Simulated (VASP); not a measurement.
Br, 1 atom in the cell. The structure is cubic, space group Pm-3m (No. 221). The conventional cell has a = 2.748 Å, b = 2.748 Å, c = 2.748 Å, α = 90.00°, β = 90.00°, γ = 90.00°. Br (site symmetry m-3m) has 6 Br at 2.75 Å within 3.6 Å.  This cell differs from its parent crystal: volume scaled by 0.78.

| Item | Value |
| --- | --- |
| Program | VASP 6.6.1 |
| Task | single point |
| Functional | LDA |
| Potentials or basis | VASP PAW LDA potentials, release 64 (Br) |
| Cutoff | 520 eV |
| k mesh | 12 × 12 × 12 |
| Occupations | fermi-dirac, width 0.1 eV |
| Spin | no spin polarisation |
| Dipole correction | no |
| Further INCAR settings | ALGO = Normal; EDIFF = 1e-06; NBANDS = 10 |

Potentials or basis: VASP PAW LDA potentials, release 64 (Br).

The run is started by

```sh
$ cat potpaw_LDA.64/Br/POTCAR > POTCAR
$ mpirun -np 1 vasp_std > vasp.out
```

Hardware: 1 thread of Intel(R) Xeon(R) Platinum 8488C (Sapphire Rapids) (shared host).

Estimate the wall time of this run.

Wall time 6.1 s on 1 thread of Intel(R) Xeon(R) Platinum 8488C (Sapphire Rapids), with other jobs on the host, peak memory 0.12 GiB. Counts: scf iterations 10, k points 84.
